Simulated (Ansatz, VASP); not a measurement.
## One calculation of GaSb, two programs

POSCAR

```
GaSb
1.0
    0.0000000000      3.0658787993      3.0658787993
    3.0658787993      0.0000000000      3.0658787993
    3.0658787993      3.0658787993      0.0000000000
Ga Sb
1 1
Direct
    0.0000000000      0.0000000000      0.0000000000
    0.2500000000      0.2500000000      0.2500000000
```

The input INCAR.step1:

```
ALGO = Normal
EDIFF = 1E-5
ENCUT = 550
GGA = PE
GGA_COMPAT = False
ISMEAR = -1
LASPH = True
LCHARG = False
LREAL = False
LWAVE = True
NBANDS = 21
NELM = 120
PREC = Accurate
SIGMA = 0.02
```

The input INCAR.step2:

```
ALGO = Normal
EDIFF = 1E-6
ENCUT = 550
GGA_COMPAT = False
ISIF = 2
ISMEAR = -1
ISTART = 1
LASPH = True
LCHARG = True
LELF = True
LMIXTAU = True
LREAL = False
LVHAR = True
LWAVE = False
METAGGA = R2SCAN
NBANDS = 21
NELM = 120
PREC = Accurate
SIGMA = 0.02
```

Contents of KPOINTS:

```
k-points
0
Gamma
  8 8 8
```

Input for Ansatz:

```yaml
crystal:
  lattice:
    - [0.0, 3.0658787993, 3.0658787993]
    - [3.0658787993, 0.0, 3.0658787993]
    - [3.0658787993, 3.0658787993, 0.0]
  atoms:
    - { symbol: Ga, position: [0.0, 0.0, 0.0] }
    - { symbol: Sb, position: [0.25, 0.25, 0.25] }
kpoints:
  mp_grid: { grid: [8, 8, 8] }
  band_path:
    path:
      - [0.0, 0.0, 0.0]
      - [-0.5, -0.5, 0.0]
      - [-0.375, -0.375, 0.25]
      - [-0.375, 0.0, 0.375]
      - [0.0, 0.0, 0.5]
      - [-0.5, -0.25, 0.25]
    npoints: 1
hamiltonian:
  xc: r2scan
scf:
  occupations: { method: fermi_dirac, width: 0.02 }
  n_extra_bands: 4
output:
  forces: true
  stress: true
  eigenvalues: true
  write_density: true
  write_potential: true
  elf: true
  volumetric_format: npy
```

Alike in both runs: task single point; functional r2SCAN; k mesh 8 × 8 × 8; occupations fermi-dirac, width 0.02 eV; no spin polarisation.

|  | VASP | Ansatz |
| --- | --- | --- |
| version | VASP 6.6.1 | Ansatz 0.2.0 |
| potentials or method | VASP PAW PBE potentials, release 64 (Ga_d, Sb_d_GW) | plane waves, PAW |
| plane-wave cutoff (eV) | 550 | 500 |
| valence electrons in the cell | 28 | 28 |

|  | VASP | Ansatz | Ansatz less VASP |
| --- | --- | --- | --- |
| pressure (GPa) | 0.0 | 0.0 | 0.00 |

VASP's potentials were made for PBE, not for r2SCAN.

Neither program's run includes spin-orbit coupling.
